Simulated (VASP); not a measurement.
Input of a VASP 6.6.1 run:

INCAR

```
SYSTEM = SiC
  PREC = Accurate
  ENCUT = 600
  EDIFF = 1E-8
  ISMEAR = 0
  SIGMA = 0.01
  LREAL = .False.
  LASPH = .True.
  NELM = 60
  ALGO = Normal
  ISIF = 3
  LWAVE = .False.
  LCHARG = .False.
  GGA = PS
  NBANDS = 11
  IBRION = 6
  NFREE = 2
  POTIM = 0.015
  NSW = 1
```

The input KPOINTS:

```
Automatic mesh
0
Gamma
  10 10 10
  0 0 0
```

Contents of POSCAR:

```
SiC
1.0
    0.0000000000      2.1784128882      2.1784128882
    2.1784128882      0.0000000000      2.1784128882
    2.1784128882      2.1784128882      0.0000000000
Si C
1 1
Direct
    0.0000000000      0.0000000000      0.0000000000
    0.7500000000      0.7500000000      0.7500000000
```

Potentials or basis: VASP PAW PBE potentials, release 64 (Si, C).

The run is started by

```sh
$ cat potpaw_PBE.64/Si/POTCAR potpaw_PBE.64/C/POTCAR > POTCAR
$ mpirun -np 1 vasp_std > vasp.out
```

(1) Predict the elastic constants C11, C12, C44.

(2) Predict the Voigt bulk modulus.

(3) Estimate the highest phonon frequency at Γ, LO-TO splitting left out.

## Answers

(1) 389, 137, 244 GPa.

(2) 221 GPa.

(3) 788 cm⁻¹.

Caveat: the PAW data sets were made with another functional, which shifts forces and pressure a little.
